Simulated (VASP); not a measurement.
V:

```
CELL_PARAMETERS angstrom
2.43255 0.00000 0.00000
0.00000 2.43255 0.00000
0.00000 0.00000 2.43255
ATOMIC_POSITIONS crystal
V 0.00000 0.00000 0.00000
```

Base run:

- Program: VASP 6.6.1
- Functional: PBE
- Potentials or basis: VASP PAW PBE potentials, release 64 (V_sv)
- Cutoff: 520 eV
- k mesh: 44 × 44 × 44
- Occupations: fermi-dirac, width 0.0612256 eV
- Spin: no spin polarisation

Its results: pressure 3.1 GPa.

**Question.** The run is repeated on the same cell with these changes: k mesh from 44 × 44 × 44 to 15 × 15 × 15; further incar settings from ALGO = Normal; EDIFF = 1e-07; NBANDS = 12 to ALGO = Normal; EDIFF = 1e-06; NBANDS = 12. What comes out?

**Answer.** Pressure 3.6 GPa.
